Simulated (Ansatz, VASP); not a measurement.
## Al in VASP and in Ansatz

Contents of INCAR:

```
PREC     = Accurate       # precision mode
ENCUT    = 520            # plane-wave cutoff, eV
EDIFF    = 1E-7           # SCF threshold, eV
ISMEAR   = -1             # smearing method
SIGMA    = 0.08           # smearing width, eV
LREAL    = False          # projectors in reciprocal space
LASPH    = True           # aspherical terms in the spheres
NELM     = 60             # most SCF steps
ALGO     = Normal         # electronic algorithm
ISIF     = 2              # what is computed and relaxed
LWAVE    = False          # write WAVECAR
LCHARG   = False          # write CHGCAR
GGA      = PE             # functional
NBANDS   = 14             # bands
```

The input KPOINTS:

```
regular mesh
0
Gamma
  14 14 4
```

Contents of POSCAR:

```
Al
1.0
    2.6996866148      0.0000000000      0.0000000000
   -1.3498433074      2.3379971906      0.0000000000
    0.0000000000      0.0000000000      8.9147740104
Al
4
Direct
    0.0000000000      0.0000000000      0.0000000000
    0.0000000000      0.0000000000      0.5000000000
    0.3333333333      0.6666666667      0.2500000000
    0.6666666667      0.3333333333      0.7500000000
```

Input for Ansatz:

```yaml
crystal:
  lattice:
    - [2.6996866148, 0.0, 0.0]
    - [-1.3498433074, 2.3379971906, 0.0]
    - [0.0, 0.0, 8.9147740104]
  atoms:
    - { symbol: Al, position: [0.0, 0.0, 0.0] }
    - { symbol: Al, position: [0.0, 0.0, 0.5] }
    - { symbol: Al, position: [0.3333333333, 0.6666666667, 0.25] }
    - { symbol: Al, position: [0.6666666667, 0.3333333333, 0.75] }
kpoints:
  mp_grid: { grid: [14, 14, 4] }
scf:
  occupations: { method: fermi_dirac, width: 0.08 }
hamiltonian:
  xc: pbe
  pseudopotentials: { kind: nc }
output:
  forces: true
  stress: true
  eigenvalues: true
```

Change from the starting cell: volume scaled by 0.85, norm-conserving files.

Alike in both runs: task single point; functional PBE; k mesh 14 × 14 × 4; occupations fermi-dirac, width 0.08 eV; no spin polarisation.

```csv
,VASP,Ansatz
version,VASP 6.6.1,Ansatz 0.2.0
potentials or method,"VASP PAW PBE potentials, release 64 (Al)","norm-conserving pseudopotentials, scalar-relativistic"
plane-wave cutoff (eV),520,544
valence electrons in the cell,12,12
```

|  | VASP | Ansatz | Ansatz less VASP |
| --- | --- | --- | --- |
| pressure (GPa) | 18.0 | 17.9 | -0.05 |

The functional is the same, so the differences come from potentials, cutoffs and numerics.
